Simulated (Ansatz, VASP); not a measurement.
**SnGeTe3 in VASP and in Ansatz**

```xyz
5
Lattice="5.2027 0.0000 0.0000 0.0000 5.2027 0.0000 0.0000 0.0000 6.4919" Properties=species:S:1:pos:R:3 pbc="T T T"
Sn    0.0000    0.0000    0.7693
Ge    2.6014    2.6014    3.6690
Te    2.6014    0.0000    2.5663
Te    2.6014    2.6014    6.2536
Te    0.0000    2.6014    2.5663
```

Change from the starting cell: species swapped into the KCrCl3 type (P4mm, No. 99).

Alike in both runs: functional PBE; k mesh 8 × 8 × 6; occupations gaussian, width 0.1 eV; no spin polarisation.

Ansatz relaxed the structure, and its values are those at the end. VASP's run is a single point on that final structure, the one shown.

```csv
,VASP,Ansatz
version,VASP 6.6.1,Ansatz 0.2.0
potentials or method,"VASP PAW PBE potentials, release 64 (Sn_d, Ge_d, Te), cutoff 520 eV","scalar-relativistic, plane waves, PAW"
valence electrons in the cell,46,76
```

Ansatz gave:

| Item | Value |
| --- | --- |
| gap on the k mesh at the Fermi level (eV) | none |
| pressure (GPa) | 0.0 |
| rms of the force components (eV/Å) | 0.001 |

Estimate VASP's values.

gap on the k mesh at the Fermi level (eV): none; pressure (GPa): 0.0; rms of the force components (eV/Å): 0.003.

A gap of «none» marks a metal or a gap that the smearing closes. The functional is the same, so the differences come from potentials, cutoffs and numerics. VASP's potentials hold 46 valence electrons a cell and Ansatz's 76, so a difference there can come from the potentials and not from the codes.

Neither program's run includes spin-orbit coupling.
